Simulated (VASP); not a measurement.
# BaTiO3 (P1) in VASP: single point with LDA

Aim: the single point of BaTiO3 with LDA.

Everything below comes from runs of VASP 6.6.1. Logs are shortened: lines on timing, memory, paths and dates and some standing lists are left out, and cuts for length are marked.

## 1. The cell of the first run

The typed cell holds 10 atoms: a = 6.106 Å, b = 5.370 Å, c = 6.060 Å, α = 78.35°, β = 124.86°, γ = 127.36°.

## 2. Single point, LDA

The input, INCAR:

```
PREC = Accurate ; ENCUT = 600
EDIFF = 1E-6 ; ISMEAR = -1
SIGMA = 0.05 ; LREAL = F
LASPH = T ; NELM = 120
ALGO = Normal ; ISIF = 2
LWAVE = F ; LCHARG = F
NBANDS = 51 ; GGA_COMPAT = F
KPAR = 4
```

The input, KPOINTS:

```
regular mesh
0
Gamma
  7 7 6
```

The input, POSCAR:

```
BaTiO3
1.0
    4.5338760500     -2.9379638800     -2.8444881300
   -4.1791542400     -2.1732400700      2.5787236500
   -4.6762392700      2.6713797400     -2.7780311600
Ba Ti O
2 2 6
Direct
    0.9929438400      0.4986419800      0.4991208400
    0.9981196900      0.9966392300      0.0001370000
    0.4952686900      0.2509026300      0.7392901800
    0.4933295800      0.7515767200      0.2408135500
    0.5108239000      0.5021635500      0.0106287500
    0.5104097200      0.0023124000      0.5087025000
    0.4954844800      0.4957351500      0.4991277600
    0.4955713100      0.9926633600      0.9992015800
    0.0111918500      0.0068669100      0.5088670800
    0.0044169400      0.5024980700      0.0016707600
```

Potentials or basis: VASP PAW LDA potentials, release 64 (Ba_sv, Ti_sv, O).

Run with:

```
> cat potpaw_LDA.64/Ba_sv/POTCAR potpaw_LDA.64/Ti_sv/POTCAR potpaw_LDA.64/O/POTCAR > POTCAR
> mpirun -np 4 vasp_std > vasp.out
```

OUTCAR:

```text
PREC = Accurate
   ENCUT = 600
   EDIFF = 1E-6
   ISMEAR = -1
   LREAL = F
   LASPH = T
   NELM = 120
   ISIF = 2

 ion  position               nearest neighbor table
   1  0.993  0.499  0.499-   6 2.53   6 2.60   9 2.67   9 2.70   5 2.74   5 2.89   8 2.89   8 2.93
                            10 3.01   7 3.03  10 3.05   7 3.08   4 3.17   3 3.17   4 3.51   3 3.52
   2  0.998  0.997  0.000-   5 2.54   5 2.59  10 2.68  10 2.70   6 2.77   6 2.86   7 2.91   7 2.92
                             9 3.01   9 3.05   8 3.05   8 3.05   3 3.17   4 3.19   4 3.47   3 3.53
   3  0.495  0.251  0.739-   7 1.75   8 1.88   9 1.93  10 2.03   6 2.19   5 2.26   2 3.17   1 3.17
                             1 3.52   2 3.53   1 3.53   2 3.61   2 3.63   1 3.71
   4  0.493  0.752  0.241-   8 1.75   7 1.86  10 1.95   9 2.07   5 2.20   6 2.23   1 3.17   2 3.19
                             2 3.47   1 3.51   2 3.58   1 3.62   1 3.63   2 3.70
   5  0.511  0.502  0.011-   4 2.20   3 2.26   2 2.54   2 2.59   1 2.74   1 2.89
   6  0.510  0.002  0.509-   3 2.19   4 2.23   1 2.53   1 2.60   2 2.77   2 2.86
   7  0.495  0.496  0.499-   3 1.75   4 1.86   2 2.91   2 2.92   1 3.03   1 3.08
   8  0.496  0.993  0.999-   4 1.75   3 1.88   1 2.89   1 2.93   2 3.05   2 3.05
   9  0.011  0.007  0.509-   3 1.93   4 2.07   1 2.67   1 2.70   2 3.01   2 3.05
  10  0.004  0.502  0.002-   4 1.95   3 2.03   2 2.68   2 2.70   1 3.01   1 3.05

  LATTYP: Found a triclinic cell.
 ALAT       =     5.3701134277
 B/A-ratio  =     1.7388149973
 C/A-ratio  =     2.6913073756
 COS(alpha) =     0.0029780057
 COS(beta)  =     0.5149588606
 COS(gamma) =     0.8408304943

  Lattice vectors:

 A1 = (   4.1791542400,   2.1732400700,  -2.5787236500)
 A2 = (   4.0367910200,   1.9066559300,  -8.2012429400)
 A3 = (   8.2883131100,   9.9908523700,   6.3533557600)

Analysis of symmetry for initial positions (statically):
=====================================================================
 Subroutine PRICEL returns:
 Original cell was already a primitive cell.

 Routine SETGRP: Setting up the symmetry group for a
 triclinic supercell.

 Subroutine GETGRP returns: Found  1 space group operations
 (whereof  1 operations were pure point group operations)
 out of a pool of  2 trial point group operations.

The static configuration has the point symmetry C_1 .

Analysis of symmetry for dynamics (positions and initial velocities):
=====================================================================
 Subroutine PRICEL returns:
 Original cell was already a primitive cell.

 Routine SETGRP: Setting up the symmetry group for a
 triclinic supercell.

 Subroutine GETGRP returns: Found  1 space group operations
 (whereof  1 operations were pure point group operations)
 out of a pool of  2 trial point group operations.

The dynamic configuration has the point symmetry C_1 .

 Subroutine INISYM returns: Found  1 space group operations
 (whereof  1 operations are pure point group operations),
 and found     1 'primitive' translations

----------------------------------------------------------------------------------------

                                     Primitive cell

  volume of cell :     126.3406

  direct lattice vectors                    reciprocal lattice vectors
     4.533876050 -2.937963880 -2.844488130    -0.006739094 -0.187339154 -0.168803148
    -4.179154240 -2.173240070  2.578723650    -0.124745787 -0.204975652  0.012877229
    -4.676239270  2.671379740 -2.778031160    -0.108895697  0.001550896 -0.175172490

  length of vectors
     6.105634817  5.370113428  6.059780570     0.252261524  0.240296384  0.206267009

  position of ions in fractional coordinates (direct lattice)
     0.992943840  0.498641980  0.499120840
     0.998119690  0.996639230  0.000137000
     0.495268690  0.250902630  0.739290180
     0.493329580  0.751576720  0.240813550
     0.510823900  0.502163550  0.010628750
     0.510409720  0.002312400  0.508702500
     0.495484480  0.495735150  0.499127760
     0.495571310  0.992663360  0.999201580
     0.011191850  0.006866910  0.508867080
     0.004416940  0.502498070  0.001670760

  ion indices of the primitive-cell ions
   primitive index   ion index
                 1           1
                 2           2
                 3           3
                 4           4
                 5           5
                 6           6
                 7           7
                 8           8
                 9           9
                10          10

----------------------------------------------------------------------------------------

 KPOINTS: regular mesh

Automatic generation of k-mesh.
 Grid dimensions read from file:
 generate k-points for:    7    7    6

 Generating k-lattice:

  Cartesian coordinates                     Fractional coordinates (reciprocal lattice)
    -0.000962728 -0.026762736 -0.024114735     0.142857143 -0.000000000  0.000000000
    -0.017820827 -0.029282236  0.001839604     0.000000000  0.142857143 -0.000000000
    -0.018149283  0.000258483 -0.029195415     0.000000000 -0.000000000  0.166666667

  Length of vectors
     0.036037361  0.034328055  0.034377835

  Shift w.r.t. Gamma in fractional coordinates (k-lattice)
     0.000000000  0.000000000  0.000000000

 Subroutine IBZKPT returns following result:
 ===========================================

 Found    148 irreducible k-points:

 Following reciprocal coordinates:
            Coordinates               Weight
  0.000000  0.000000  0.000000      1.000000
  0.142857  0.000000 -0.000000      2.000000
  0.285714  0.000000  0.000000      2.000000
  0.428571  0.000000 -0.000000      2.000000
 -0.000000  0.142857  0.000000      2.000000
  0.142857  0.142857  0.000000      2.000000
[... 16 lines left out ...]
 -0.428571  0.428571  0.000000      2.000000
 -0.285714  0.428571  0.000000      2.000000
 [... further k-points ...]
   k-points           NKPTS =    148   k-points in BZ     NKDIM =    148   number of bands    NBANDS=     51
   number of dos      NEDOS =    301   number of ions     NIONS =     10
   total plane-waves  NPLWV = 115200
   dimension x,y,z NGX =    50 NGY =   48 NGZ =   48
   dimension x,y,z NGXF=   100 NGYF=   96 NGZF=   96
   ions per type =               2   2   6
   NGX,Y,Z   is equivalent  to a cutoff of  13.61, 14.86, 13.17 a.u.
   NGXF,Y,Z  is equivalent  to a cutoff of  27.23, 29.72, 26.34 a.u.
 SYSTEM =  unknown system
   PREC   = accura    normal or accurate (medium, high low for compatibility)
   ISTART =      0    job   : 0-new  1-cont  2-samecut
   ICHARG =      2    charge: 1-file 2-atom 10-const
   ISPIN  =      1    spin polarized calculation?
   LNONCOLLINEAR =      F non collinear calculations
   LSORBIT =      F    spin-orbit coupling
   LASPH  =      T    aspherical Exc in radial PAW
   ENCUT  =  600.0 eV  44.10 Ry    6.64 a.u.  12.19 10.73 12.10*2*pi/ulx,y,z
   NELM   =    120;   NELMIN=  2; NELMDL= -5     # of ELM steps
   EDIFF  = 0.1E-05   stopping-criterion for ELM
   LREAL  =      F    real-space projection
   EDIFFG = 0.1E-04   stopping-criterion for IOM
   NSW    =      0    number of steps for IOM
   IBRION =     -1    ionic relax: 0-MD 1-quasi-New 2-CG
   NFREE  =      0    steps in history (QN), initial steepest desc. (CG)
   ISIF   =      2    stress and relaxation
   ISYM   =      2    0-nonsym 1-usesym 2-fastsym
   POTIM  = 0.5000    time-step for ionic-motion
   TEBEG  =    0.0;   TEEND  =   0.0 temperature during run
   PSTRESS=    0.0 pullay stress
   NELECT =      80.0000    total number of electrons
   NUPDOWN=      -1.0000    fix difference up-down
   EMIN   =  10.00;   EMAX   =-10.00  energy-range for DOS
   EFERMI =   0.00;   METHOD = LEGACY
   ISMEAR =    -1;   SIGMA  =   0.05  broadening in eV -4-tet -1-fermi 0-gaus
   EFERMI_NEDOS =   21; number of points for ismear=-14 and -15
   IALGO  =     38    algorithm
   IMIX   =      4    mixing-type and parameters
     AMIX     =   0.40;   BMIX     =  1.00
     AMIX_MAG =   1.60;   BMIX_MAG =  1.00
  volume/ion in A,a.u.               =      12.63        85.26
  Fermi-wavevector in a.u.,A,eV,Ry     =   1.405801  2.656578 26.888867  1.976276
  Thomas-Fermi vector in A             =   2.528225
   LORBIT       =      0    0 simple, 1 ext, 2 COOP (PROOUT), +10 PAW based schemes
   GGA     = CA    functional components
   LHFCALC =     F    Hartree Fock is set to
   AEXX    =    0.0000 exact exchange contribution
   IVDW    =     0    specifies the selected vdW correction
   LEPSILON=     F    determine dielectric tensor
   LRPA    =     F    only Hartree local field effects (RPA)
 non-spin polarized calculation
  energy-cutoff  :      600.00
  volume of cell :      126.34
 maximum number of plane-waves:      4236
 NGX is ok and might be reduce to    50
   NGX = 25   NGY = 21   NGZ = 25

 number of electron      80.0000001 magnetization

 Free energy of the ion-electron system (eV)
  ---------------------------------------------------
  ext. energy  EPLUGINS =         0.00000000
  ---------------------------------------------------
  free energy    TOTEN  =       -85.16724322 eV

  energy without entropy =      -85.16724019  energy(sigma->0) =      -85.16724170

 E-fermi :   4.6083     XC(G=0): -11.7827

 val. band max:        4.1536753387   @ k =   0.0000   0.0000   0.0000
 cond. band min:       5.0017754379   @ k =   0.0000   0.0000   0.0000
 fundamental gap:      0.8481000992
 Fermi energy:         4.6083491393

 k-point     1 :       0.0000    0.0000    0.0000
  band No.  band energies     occupation
      1     -52.0936      2.00000
      2     -52.0765      2.00000
      3     -29.0608      2.00000
      4     -28.8963      2.00000
      5     -28.7658      2.00000
      6     -28.7265      2.00000
[... 43 lines left out ...]
     50       9.3945      0.00000
     51       9.6447      0.00000
[... 1240 lines left out ...]
     50       9.7423      0.00000
     51      10.9835      0.00000

 [... further k-points ...]

------------------------ aborting loop because EDIFF is reached ----------------------------------------

  FORCE on cell =-STRESS in cart. coord.  units (eV):
  Direction    XX          YY          ZZ          XY          YZ          ZX
  --------------------------------------------------------------------------------------
  -------------------------------------------------------------------------------------
  Total      -11.0689333     22.1608157      2.2981022     10.1934225    -11.6722337     -3.7111961
  in kB     -140.3696647    281.0303570     29.1431723    129.2669552   -148.0203639    -47.0631935
  external PRESSURE =      56.6012882 kB  Pullay stress =       0.0000000 kB

 VOLUME and BASIS-vectors are now :
 -----------------------------------------------------------------------------
  energy-cutoff  :      600.00
  volume of cell :      126.34
      direct lattice vectors                 reciprocal lattice vectors
     4.533876050 -2.937963880 -2.844488130    -0.006739094 -0.187339154 -0.168803148
    -4.179154240 -2.173240070  2.578723650    -0.124745787 -0.204975652  0.012877229
    -4.676239270  2.671379740 -2.778031160    -0.108895697  0.001550896 -0.175172490

 POSITION                                       TOTAL-FORCE (eV/Angst)
 -----------------------------------------------------------------------------------
      0.08397     -2.66756     -2.92513         0.121000     -0.249807     -0.106443
      0.35960     -5.09801     -0.26946        -0.019925     -0.217902      0.116263
     -2.26017     -0.02543     -2.81555         0.115029      0.747466     -0.521974
     -2.03036     -2.43944     -0.13415         0.196448      0.603284     -0.461516
      0.16769     -2.56371     -0.18762        -0.264722      0.169936      0.124547
     -0.07434     -0.14565     -2.85908        -0.179691      0.251623      0.184132
     -2.15933     -1.19971     -1.51763         0.042966     -0.776185      0.344053
     -6.57414     -0.94402     -1.62566        -0.026902     -0.916986      0.456645
     -2.35754      1.31157     -1.42778         0.032278      0.255334      0.029653
     -2.08780     -1.10056      1.27860        -0.016481      0.133238     -0.165360
 -----------------------------------------------------------------------------------
    total drift:                               -0.000258      0.000001      0.000513

  FREE ENERGIE OF THE ION-ELECTRON SYSTEM (eV)
  ---------------------------------------------------
  free  energy   TOTEN  =       -85.1672432172 eV

  energy  without entropy=      -85.1672401879  energy(sigma->0) =      -85.16724170
```

It took 6.4 min on 4 MPI ranks of Intel Xeon Platinum 8559C (Emerald Rapids), shared host; peak memory 0.95 GiB.

Results:

```yaml
Free_energy: -85.1672 eV
Pressure: 5.7 GPa
Largest_force: 1.025 eV/Å
Band_gap_on_the_k_mesh: 0.85 eV
```

Forces on the atoms (eV/Å):
```
Ba   0.121 -0.250 -0.106
Ba  -0.020 -0.218  0.116
Ti   0.115  0.747 -0.522
Ti   0.196  0.603 -0.462
O   -0.265  0.170  0.125
O   -0.180  0.252  0.184
O    0.043 -0.776  0.344
O   -0.027 -0.917  0.457
O    0.032  0.255  0.030
O   -0.016  0.133 -0.165
```

Levels at points of the mesh, in eV from the valence-band top:
```
           k point  band 38  band 39  band 40  band 41  band 42  band 43
(0.00, 0.00, 0.00)    -0.19    -0.10     0.00     0.85     1.28     1.48
(0.00, 0.00, 0.50)    -0.63    -0.30    -0.20     2.30     2.35     2.84
```

Caveat: the stress differs along the axes, from -14 to 28 GPa; spin-orbit coupling is left out, which moves the levels of the heavy elements; forces of over 1 eV/Å act on the atoms, so gaps and moduli don't describe the material at rest. A k mesh can miss the band edges.
